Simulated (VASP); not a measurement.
# Sn (Fmmm) in VASP: further runs

The runs below take Sn through single point, with PBEsol.

Program: VASP 6.6.1. These are calculated values, not measurements. Logs are shortened: lines on timing, memory, paths and dates and some standing lists are left out, and cuts for length are marked.

### 1 The cell of the first run

The structure is orthorhombic, space group Fmmm (No. 69). Conventional cell: a = 3.789 Å, b = 5.265 Å, c = 5.453 Å, α = 90.00°, β = 90.00°, γ = 90.00°. Sn (site symmetry mmm) has 14 Sn at 3.24 to 3.79 Å within 4.3 Å.

### 2 Single point, PBEsol (strain +0.0350 x Voigt [0, 0, 0, 0, 0, 1])

Input file INCAR:

```
  ALGO = Fast
  EDIFF = 1E-6
  ENCUT = 520
  GGA = PS
  ISIF = 2
  ISMEAR = 0
  LASPH = True
  LCHARG = False
  LREAL = False
  LWAVE = False
  NBANDS = 13
  NELM = 60
  PREC = Accurate
  SIGMA = 0.15
```

Input file KPOINTS:

```
k-points
0
Gamma
  18 18 18
```

Input file POSCAR:

```
Sn
1.0
   -1.8614954124      1.8614954124      1.8946518192
    1.8614954124     -1.8614954124      1.8946518192
    1.9278082260      1.9278082260     -1.8946518192
Sn
1
Direct
    0.0000000000      0.0000000000      0.0000000000
```

Potentials or basis: VASP PAW PBE potentials, release 64 (Sn_d).

The run is started by

```bash
> cat potpaw_PBE.64/Sn_d/POTCAR > POTCAR
> mpirun -np 1 vasp_std > vasp.out
```

OUTCAR:

```text
EDIFF = 1E-6
   ENCUT = 520
   GGA = PS
   ISIF = 2
   ISMEAR = 0
   LASPH = True
   LREAL = False
   NELM = 60
   PREC = Accurate

 ion  position               nearest neighbor table
   1  0.000  0.000  0.000-

  LATTYP: Found a face centered orthorhombic cell.
 ALAT       =     3.7893036384
 B/A-ratio  =     1.3894648251
 C/A-ratio  =     1.4389622997

  Lattice vectors:

 A1 = (   3.7893036384,   0.0663128136,   0.0000000000)
 A2 = (   1.9278082260,   1.9278082260,   1.8946518192)
 A3 = (   1.8614954124,  -1.8614954124,   1.8946518192)

Analysis of symmetry for initial positions (statically):
=====================================================================
 Subroutine PRICEL returns:
 Original cell was already a primitive cell.

 Routine SETGRP: Setting up the symmetry group for a
 face centered orthorhombic supercell.

 Subroutine GETGRP returns: Found  8 space group operations
 (whereof  8 operations were pure point group operations)
 out of a pool of  8 trial point group operations.

The static configuration has the point symmetry D_2h.

Analysis of symmetry for dynamics (positions and initial velocities):
=====================================================================
 Subroutine PRICEL returns:
 Original cell was already a primitive cell.

 Routine SETGRP: Setting up the symmetry group for a
 face centered orthorhombic supercell.

 Subroutine GETGRP returns: Found  8 space group operations
 (whereof  8 operations were pure point group operations)
 out of a pool of  8 trial point group operations.

The dynamic configuration has the point symmetry D_2h.

 Subroutine INISYM returns: Found  8 space group operations
 (whereof  8 operations are pure point group operations),
 and found     1 'primitive' translations

----------------------------------------------------------------------------------------

                                     Primitive cell

  volume of cell :      27.1966

  direct lattice vectors                    reciprocal lattice vectors
    -1.861495412  1.861495412  1.894651819    -0.004619678  0.263981575  0.263900731
     1.861495412 -1.861495412  1.894651819     0.263981575 -0.004619678  0.263900731
     1.927808226  1.927808226 -1.894651819     0.259361898  0.259361898  0.000000000

  length of vectors
     3.243460476  3.243460476  3.320029311     0.373297749  0.373297749  0.366793113

  position of ions in fractional coordinates (direct lattice)
     0.000000000  0.000000000  0.000000000

  ion indices of the primitive-cell ions
   primitive index   ion index
                 1           1

----------------------------------------------------------------------------------------

 KPOINTS: k-points

Automatic generation of k-mesh.
 Grid dimensions read from file:
 generate k-points for:   18   18   18

 Generating k-lattice:

  Cartesian coordinates                     Fractional coordinates (reciprocal lattice)
    -0.000256649  0.014665643  0.014661152     0.055555556  0.000000000 -0.000000000
     0.014665643 -0.000256649  0.014661152     0.000000000  0.055555556 -0.000000000
     0.014408994  0.014408994  0.000000000     0.000000000  0.000000000  0.055555556

  Length of vectors
     0.020738764  0.020738764  0.020377395

  Shift w.r.t. Gamma in fractional coordinates (k-lattice)
     0.000000000  0.000000000  0.000000000

 Subroutine IBZKPT returns following result:
 ===========================================

 Found    865 irreducible k-points:

 Following reciprocal coordinates:
            Coordinates               Weight
  0.000000  0.000000  0.000000      1.000000
  0.055556  0.000000 -0.000000      8.000000
  0.111111  0.000000 -0.000000      8.000000
  0.166667  0.000000 -0.000000      8.000000
  0.222222  0.000000 -0.000000      8.000000
  0.277778  0.000000 -0.000000      8.000000
[... 16 lines left out ...]
 -0.277778  0.055556  0.000000      8.000000
 -0.222222  0.055556  0.000000      8.000000
 [... further k-points ...]
   k-points           NKPTS =    865   k-points in BZ     NKDIM =    865   number of bands    NBANDS=     13
   number of dos      NEDOS =    301   number of ions     NIONS =      1
   total plane-waves  NPLWV =  16128
   dimension x,y,z NGX =    24 NGY =   24 NGZ =   28
   dimension x,y,z NGXF=    48 NGYF=   48 NGZF=   56
   ions per type =               1
   NGX,Y,Z   is equivalent  to a cutoff of  12.30, 12.30, 14.02 a.u.
   NGXF,Y,Z  is equivalent  to a cutoff of  24.60, 24.60, 28.04 a.u.
 SYSTEM =  unknown system
   PREC   = accura    normal or accurate (medium, high low for compatibility)
   ISTART =      0    job   : 0-new  1-cont  2-samecut
   ICHARG =      2    charge: 1-file 2-atom 10-const
   ISPIN  =      1    spin polarized calculation?
   LNONCOLLINEAR =      F non collinear calculations
   LSORBIT =      F    spin-orbit coupling
   LASPH  =      T    aspherical Exc in radial PAW
   ENCUT  =  520.0 eV  38.22 Ry    6.18 a.u.   6.03  6.03  6.17*2*pi/ulx,y,z
   NELM   =     60;   NELMIN=  2; NELMDL= -5     # of ELM steps
   EDIFF  = 0.1E-05   stopping-criterion for ELM
   LREAL  =      F    real-space projection
   EDIFFG = 0.1E-04   stopping-criterion for IOM
   NSW    =      0    number of steps for IOM
   IBRION =     -1    ionic relax: 0-MD 1-quasi-New 2-CG
   NFREE  =      0    steps in history (QN), initial steepest desc. (CG)
   ISIF   =      2    stress and relaxation
   ISYM   =      2    0-nonsym 1-usesym 2-fastsym
   POTIM  = 0.5000    time-step for ionic-motion
   TEBEG  =    0.0;   TEEND  =   0.0 temperature during run
   PSTRESS=    0.0 pullay stress
   NELECT =      14.0000    total number of electrons
   NUPDOWN=      -1.0000    fix difference up-down
   EMIN   =  10.00;   EMAX   =-10.00  energy-range for DOS
   EFERMI =   0.00;   METHOD = LEGACY
   ISMEAR =     0;   SIGMA  =   0.15  broadening in eV -4-tet -1-fermi 0-gaus
   EFERMI_NEDOS =   21; number of points for ismear=-14 and -15
   IALGO  =     68    algorithm
   IMIX   =      4    mixing-type and parameters
     AMIX     =   0.40;   BMIX     =  1.00
     AMIX_MAG =   1.60;   BMIX_MAG =  1.00
  volume/ion in A,a.u.               =      27.20       183.53
  Fermi-wavevector in a.u.,A,eV,Ry     =   1.312036  2.479389 23.421595  1.721439
  Thomas-Fermi vector in A             =   2.442456
   LORBIT       =      0    0 simple, 1 ext, 2 COOP (PROOUT), +10 PAW based schemes
   GGA     = PS    functional components
   LHFCALC =     F    Hartree Fock is set to
   AEXX    =    0.0000 exact exchange contribution
   IVDW    =     0    specifies the selected vdW correction
   LEPSILON=     F    determine dielectric tensor
   LRPA    =     F    only Hartree local field effects (RPA)
 non-spin polarized calculation
 RMM-DIIS sequential band-by-band and
 Gauss-broadening in eV      SIGMA  =   0.15
  energy-cutoff  :      520.00
  volume of cell :       27.20
 maximum number of plane-waves:       750
   NGX = 13   NGY = 13   NGZ = 13

 number of electron      14.0000002 magnetization

 Free energy of the ion-electron system (eV)
  ---------------------------------------------------
  ext. energy  EPLUGINS =         0.00000000
  ---------------------------------------------------
  free energy    TOTEN  =        -4.22495892 eV

  energy without entropy =       -4.21830733  energy(sigma->0) =       -4.22163312

 E-fermi :   7.9117     XC(G=0): -10.5022

 val. band max:        7.9001161996   @ k =  -0.3333  -0.4444   0.3889
 cond. band min:       7.9117473726   @ k =   0.2222   0.0556   0.1111
 fundamental gap:      0.0116311730
 Fermi energy:         7.9117248194

 k-point     1 :       0.0000    0.0000    0.0000
  band No.  band energies     occupation
      1     -13.5444      2.00000
      2     -13.5283      2.00000
      3     -13.5100      2.00000
      4     -13.3868      2.00000
      5     -13.3851      2.00000
      6      -3.1754      2.00000
      7      15.5096      0.00000
      8      15.8696      0.00000
      9      16.1517      0.00000
     10      19.8650      0.00000
     11      20.0473      0.00000
     12      20.3214      0.00000
     13      20.3772      0.00000

 k-point     2 :       0.0556    0.0000   -0.0000
  band No.  band energies     occupation
      1     -13.5421      2.00000
      2     -13.5255      2.00000
      3     -13.5078      2.00000
      4     -13.3882      2.00000
      5     -13.3856      2.00000
      6      -3.1081      2.00000
      7      15.1377      0.00000
      8      15.4885      0.00000
      9      15.9276      0.00000
     10      19.0827      0.00000
     11      19.5023      0.00000
     12      19.9464      0.00000
     13      20.8490      0.00000

 k-point     3 :       0.1111    0.0000   -0.0000
  band No.  band energies     occupation
      1     -13.5403      2.00000
      2     -13.5175      2.00000
      3     -13.4966      2.00000
      4     -13.3924      2.00000
      5     -13.3864      2.00000
      6      -2.9062      2.00000
      7      13.7956      0.00000
      8      14.8096      0.00000
      9      15.6033      0.00000
     10      18.1915      0.00000
     11      18.8186      0.00000
     12      19.7144      0.00000
     13      21.4435      0.00000

 k-point     4 :       0.1667    0.0000   -0.0000
  band No.  band energies     occupation
      1     -13.5431      2.00000
      2     -13.5092      2.00000
      3     -13.4712      2.00000
      4     -13.3983      2.00000
      5     -13.3874      2.00000
      6      -2.5693      2.00000
      7      12.0672      0.00000
      8      14.0658      0.00000
      9      15.1946      0.00000
     10      17.4778      0.00000
     11      18.1920      0.00000
     12      19.7458      0.00000
     13      21.7174      0.00000

 k-point     5 :       0.2222    0.0000   -0.0000
  band No.  band energies     occupation
      1     -13.5490      2.00000
      2     -13.5027      2.00000
      3     -13.4361      2.00000
      4     -13.4034      2.00000
      5     -13.3884      2.00000
      6      -2.0976      2.00000
      7      10.2863      0.00000
      8      13.3406      0.00000
      9      14.7413      0.00000
     10      16.8990      0.00000
     11      17.6521      0.00000
     12      20.0330      0.00000
     13      22.0281      0.00000
[... 257 lines left out ...]
 k-point    22 :      -0.3333    0.0556    0.0000
  band No.  band energies     occupation
      1     -13.5558      2.00000
      2     -13.5001      2.00000
      3     -13.4072      2.00000
      4     -13.3922      2.00000
      5     -13.3741      2.00000
      6      -1.0757      2.00000
      7       7.7255      1.92080
      8      12.2168      0.00000
      9      13.6755      0.00000
     10      16.3419      0.00000
     11      17.6619      0.00000
     12      20.4376      0.00000
     13      23.1194      0.00000

 k-point    23 :      -0.2778    0.0556    0.0000
  band No.  band energies     occupation
      1     -13.5484      2.00000
      2     -13.5010      2.00000
      3     -13.4146      2.00000
      4     -13.4051      2.00000
      5     -13.3906      2.00000
      6      -1.7477      2.00000
      7       9.3947      0.00000
      8      12.8359      0.00000
      9      14.1082      0.00000
     10      16.7285      0.00000
     11      17.9451      0.00000
     12      19.9440      0.00000
     13      22.7128      0.00000

 k-point    24 :      -0.2222    0.0556    0.0000
  band No.  band energies     occupation
      1     -13.5412      2.00000
      2     -13.5052      2.00000
      3     -13.4515      2.00000
      4     -13.4026      2.00000
      5     -13.3896      2.00000
      6      -2.2890      2.00000
      7      11.1357      0.00000
      8      13.5678      0.00000
      9      14.5866      0.00000
     10      17.2213      0.00000
     11      18.2365      0.00000
     12      19.6804      0.00000
     13      22.3544      0.00000

 [... further k-points ...]

------------------------ aborting loop because EDIFF is reached ----------------------------------------

  FORCE on cell =-STRESS in cart. coord.  units (eV):
  Direction    XX          YY          ZZ          XY          YZ          ZX
  --------------------------------------------------------------------------------------
  -------------------------------------------------------------------------------------
  Total       -0.3400983     -0.3400983     -0.3046873     -0.0786176      0.0000000      0.0000000
  in kB      -20.0354869    -20.0354869    -17.9493923     -4.6314324      0.0000000      0.0000000
  external PRESSURE =     -19.3401220 kB  Pullay stress =       0.0000000 kB

 VOLUME and BASIS-vectors are now :
 -----------------------------------------------------------------------------
  energy-cutoff  :      520.00
  volume of cell :       27.20
      direct lattice vectors                 reciprocal lattice vectors
    -1.861495412  1.861495412  1.894651819    -0.004619678  0.263981575  0.263900731
     1.861495412 -1.861495412  1.894651819     0.263981575 -0.004619678  0.263900731
     1.927808226  1.927808226 -1.894651819     0.259361898  0.259361898  0.000000000

 POSITION                                       TOTAL-FORCE (eV/Angst)
 -----------------------------------------------------------------------------------
      0.00000      0.00000      0.00000         0.000000      0.000000      0.000000
 -----------------------------------------------------------------------------------
    total drift:                               -0.000000     -0.000000      0.000000

  FREE ENERGIE OF THE ION-ELECTRON SYSTEM (eV)
  ---------------------------------------------------
  free  energy   TOTEN  =        -4.2249589169 eV

  energy  without entropy=       -4.2183073323  energy(sigma->0) =       -4.22163312
```

Run time: 2.8 min. Hardware: 1 thread of Intel Xeon Platinum 8259CL at 2.50GHz (Skylake/Cascade Lake), shared host; peak memory 0.38 GiB.

What came out:

- Free energy: -4.2250 eV
- Pressure: -1.9 GPa
- Band gap on the k mesh: zero (bands 7 and 8 overlap by 10.08 eV)

Caveat: the cell differs from its parent crystal (strain +0.0350 x Voigt [0, 0, 0, 0, 0, 1]); the PAW data sets were made with another functional, which shifts forces and pressure a little; spin-orbit coupling is left out, which moves the levels of the heavy elements.

(Continued in part 2 of 2.)
